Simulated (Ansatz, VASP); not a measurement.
## MnBr2 in VASP and in Ansatz

```
Mn Br
1.0
     3.82000    0.00000    0.00000
    -1.91000    3.30822    0.00000
     0.00000    0.00000    6.19000
Mn Br
1 2
Direct
  0.00000 0.00000 0.00000
  0.33333 0.66667 0.25000
  0.66667 0.33333 0.75000
```

Alike in both runs: task single point; functional LDA; k mesh 7 × 7 × 4; occupations fermi-dirac, width 0.03 eV; collinear spin.

```csv
,VASP,Ansatz
version,VASP 6.6.1,Ansatz 0.2.0
potentials or method,"VASP PAW LDA potentials, release 64 (Mn_pv, Br)","PAW with Ansatz's default frozen-core files, scalar-relativistic"
plane-wave cutoff (eV),520,420
valence electrons in the cell,27,29
```

```csv
,VASP,Ansatz,Ansatz less VASP
gap on the k mesh at the Fermi level (eV),1.00,1.11,+0.105
pressure (GPa),-3.5,-3.5,+0.01
"traceless stress, the component that is largest in VASP (GPa)",-0.15,-0.16,-0.017
rms of the force components (eV/Å),0.258,0.257,-0.0001
net moment per atom (μB),1.67,1.67,0.000
size of the moment on the site where the two differ most (μB),4.37,4.38,+0.013
```

LDA's correlation is that of Perdew and Zunger in VASP and of Perdew and Wang (1992) in Ansatz. Site moments also hang on the region over which each program counts them. Atom by atom the forces differ by 0.000 eV/Å (rms over components). VASP's potentials hold 27 valence electrons a cell and Ansatz's 29, so a difference there can come from the potentials and not from the codes.
